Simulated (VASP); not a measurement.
Rb, 2 atoms in the cell. The structure is cubic, space group Fd-3m (No. 227). The conventional cell has a = 9.408 Å, b = 9.408 Å, c = 9.408 Å, α = 90.00°, β = 90.00°, γ = 90.00°. Within 5.3 Å of Rb (site symmetry -43m) lie 4 Rb at 4.07 Å. This isn't the form of Rb at room conditions, which is bcc.

| Property | Result |
| --- | --- |
| Program | VASP 6.6.1 |
| Task | single point |
| Functional | PBEsol |
| Potentials or basis | VASP PAW PBE potentials, release 64 (Rb_sv) |
| Cutoff | 520 eV |
| k mesh | 8 × 8 × 8 |
| Occupations | tetrahedron |
| Spin | no spin polarisation |
| Dipole correction | no |
| Further INCAR settings | ALGO = Normal; EDIFF = 1e-06; NBANDS = 16 |

Potentials or basis: VASP PAW PBE potentials, release 64 (Rb_sv).

Launch:

```console
$ cat potpaw_PBE.64/Rb_sv/POTCAR > POTCAR
$ mpirun -np 1 vasp_std > vasp.out
```

Hardware: 1 thread of AMD EPYC 9R14 (Zen 4), with other jobs on the host.

Problem. How long does it take, and how much memory?

Solution. Run time: 99 s on 1 thread of AMD EPYC 9R14 (Zen 4), with other jobs on the host, peak memory 0.33 GiB. Counts: scf iterations 11, k points 29.
